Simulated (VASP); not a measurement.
Write the native input for VASP 6.6.1 that does the following.

```yaml
Task: single point
Functional: r2SCAN
Potentials_or_basis: VASP PAW PBE potentials, release 64 (Al, Ru_pv)
Cutoff: 520 eV
k_mesh: 20 × 20 × 20
Occupations: gaussian, width 0.15 eV
Spin: no spin polarisation
Dipole_correction: no
Further_INCAR_settings: ALGO = Normal; EDIFF = 1e-06; NBANDS = 16
```

AlRu:

```
Al Ru
1.0
     2.98262    0.00000    0.00000
     0.00000    2.98262    0.00000
     0.00000    0.00000    2.98262
Al Ru
1 1
Direct
  0.00000 0.00000 0.00000
  0.50000 0.50000 0.52934
```

This cell differs from its parent crystal: all Ru atoms moved +0.087 Å, as atom 2 along Cartesian [0 0 1].

One way to write it, as run:

POSCAR

```
AlRu
1.0
    2.9826244058      0.0000000000      0.0000000000
    0.0000000000      2.9826244058      0.0000000000
    0.0000000000      0.0000000000      2.9826244058
Al Ru
1 1
Direct
    0.0000000000      0.0000000000      0.0000000000
    0.5000000000      0.5000000000      0.5293365802
```

INCAR.step1

```
SYSTEM = AlRu
PREC = Accurate
ENCUT = 520
ISMEAR = 0
SIGMA = 0.15
LREAL = .FALSE.
LASPH = .TRUE.
NELM = 60
NBANDS = 16
GGA = PE
ALGO = Normal
EDIFF = 1E-4
LWAVE = .TRUE.
LCHARG = .FALSE.
```

INCAR.step2

```
SYSTEM = AlRu
PREC = Accurate
ENCUT = 520
EDIFF = 1E-6
ISMEAR = 0
SIGMA = 0.15
LREAL = .FALSE.
LASPH = .TRUE.
NELM = 60
ALGO = Normal
ISIF = 2
LWAVE = .FALSE.
LCHARG = .FALSE.
METAGGA = R2SCAN
LMIXTAU = .TRUE.
NBANDS = 16
ISTART = 1
```

KPOINTS

```
regular mesh
0
G
  20 20 20
  0 0 0
```

Potentials or basis: VASP PAW PBE potentials, release 64 (Al, Ru_pv).

The run is started by

```console
$ cat potpaw_PBE.64/Al/POTCAR potpaw_PBE.64/Ru_pv/POTCAR > POTCAR
$ cp INCAR.step1 INCAR
$ mpirun -np 1 vasp_std > vasp.out
$ cp INCAR.step2 INCAR
$ mpirun -np 1 vasp_std > vasp.out
```

It gave:

```yaml
Pressure: 0.7 GPa
Largest_force: 0.722 eV/Å
Band_gap_on_the_k_mesh: zero (an odd number of electrons rules out a gap without spin polarisation)
```

Caveat: the cell differs from its parent crystal (all Ru atoms moved +0.087 Å, as atom 2 along Cartesian [0 0 1]); the PAW data sets were made with another functional, which shifts forces and pressure a little.

It took 12 min on 1 thread of Oxide Virtual Turin-like Processor (shared host), peak memory 0.36 GiB.
